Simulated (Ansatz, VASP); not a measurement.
## Two plane-wave programs on BN

The input INCAR:

```
SYSTEM = BN
ALGO = Normal
EDIFF = 1E-6
EDIFFG = -0.005
ENCUT = 600
GGA = PE
IBRION = 2
ISIF = 3
ISMEAR = 0
LASPH = .True.
LCHARG = .False.
LREAL = .False.
LWAVE = .False.
NELM = 100
NSW = 100
PREC = Accurate
SIGMA = 0.02
```

File KPOINTS:

```
k-points
0
Gamma
  12 12 4
  0 0 0
```

File POSCAR:

```
BN
1.0
    2.5124282281      0.0000000000      0.0000000000
   -1.2562141141      2.1758266707      0.0000000000
    0.0000000000      0.0000000000      7.7072650000
B N
2 2
Direct
    0.3333333300      0.6666666700      0.2500000000
    0.6666666700      0.3333333300      0.7500000000
    0.3333333300      0.6666666700      0.7500000000
    0.6666666700      0.3333333300      0.2500000000
```

Input for Ansatz:

```yaml
crystal:
  lattice:
    - [2.5124282281, 0.0, 0.0]
    - [-1.2562141141, 2.1758266707, 0.0]
    - [0.0, 0.0, 7.707265]
  atoms:
    - { symbol: B, position: [0.33333333, 0.66666667, 0.25] }
    - { symbol: B, position: [0.66666667, 0.33333333, 0.75] }
    - { symbol: "N", position: [0.33333333, 0.66666667, 0.75] }
    - { symbol: "N", position: [0.66666667, 0.33333333, 0.25] }
basis:
  ecutwfc: 420
kpoints:
  mp_grid: { grid: [12, 12, 4] }
hamiltonian:
  xc: pbe
scf:
  occupations: { method: gaussian, width: 0.02 }
output:
  forces: true
  stress: true
  eigenvalues: true
relax:
  adjacent_minimum: "off"
  f_tol: 0.005
  max_steps: 80
  cell: { stress_tol: 0.05 }
```

Alike in both runs: task relaxation of cell and atoms; functional PBE; k mesh 12 × 12 × 4; occupations gaussian, width 0.02 eV; no spin polarisation.

|  | VASP | Ansatz |
| --- | --- | --- |
| version | VASP 6.6.1 | Ansatz 0.2.0 |
| potentials or method | VASP PAW PBE potentials, release 64 (B, N), cutoff 600 eV | scalar-relativistic, plane waves, PAW |
| valence electrons in the cell | 16 | 16 |

|  | VASP | Ansatz | Ansatz less VASP |
| --- | --- | --- | --- |
| gap on the k mesh at the Fermi level, each at its own relaxed structure (eV) | 4.47 | 4.40 | -0.076 |
| relaxed volume (Å³/atom) | 11.02 | 11.40 | +0.382 |
| relaxed cell length with the largest relative difference (Å) | 8.063 | 8.343 | +0.2803 |
